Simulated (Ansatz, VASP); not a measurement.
TiPt3: VASP beside Ansatz

File INCAR:

```
PREC = Accurate
ENCUT = 600
EDIFF = 1E-7
ISMEAR = -1
SIGMA = 0.05
LREAL = False
LASPH = True
NELM = 100
ALGO = Normal
ISIF = 3
LWAVE = False
LCHARG = False
GGA = PS
IBRION = 2
NSW = 80
EDIFFG = -0.02
```

KPOINTS

```
regular mesh
0
Gamma
  7 7 7
```

File POSCAR:

```
TiPt3
1.0
    3.8970000000      0.0000000000      0.0000000000
    0.0000000000      3.8970000000      0.0000000000
    0.0000000000      0.0000000000      3.8970000000
Pt Ti
3 1
Direct
    0.5000000000      0.5000000000      0.0000000000
    0.5000000000      0.0000000000      0.5000000000
    0.0000000000      0.5000000000      0.5000000000
    0.0000000000      0.0000000000      0.0000000000
```

Contents of input.yaml:

```yaml
crystal:
  lattice:
    - [3.897, 0.0, 0.0]
    - [0.0, 3.897, 0.0]
    - [0.0, 0.0, 3.897]
  atoms:
    - { symbol: Pt, position: [0.5, 0.5, 0.0] }
    - { symbol: Pt, position: [0.5, 0.0, 0.5] }
    - { symbol: Pt, position: [0.0, 0.5, 0.5] }
    - { symbol: Ti, position: [0.0, 0.0, 0.0] }
kpoints:
  mp_grid: { grid: [7, 7, 7] }
scf:
  occupations: { method: fermi_dirac, width: 0.05 }
hamiltonian:
  xc: pbesol
  pseudopotentials: { kind: all_electron, lapw: { basis_error: 0.002 } }
output:
  forces: true
  stress: true
relax:
  f_tol: 0.02
  max_steps: 60
  cell: {}
```

Alike in both runs: task relaxation of cell and atoms; functional PBEsol; k mesh 7 × 7 × 7; occupations fermi-dirac, width 0.05 eV; no spin polarisation.

|  | VASP | Ansatz |
| --- | --- | --- |
| version | VASP 6.6.1 | Ansatz 0.2.0 |
| potentials or method | VASP PAW PBE potentials, release 64 (Pt, Ti_sv), cutoff 600 eV | all-electron LAPW, scalar-relativistic |

VASP gave:

| Item | Value |
| --- | --- |
| relaxed volume (Å³/atom) | 14.81 |
| relaxed cell length with the largest relative difference (Å) | 3.898 |

Question: Estimate Ansatz's values.

Answer: Relaxed volume (Å³/atom): 14.82; relaxed cell length with the largest relative difference (Å): 3.899.

VASP's potentials were made for PBE, not for PBEsol. Ansatz ran all-electron here, and VASP with PAW potentials.

Neither program's run includes spin-orbit coupling.
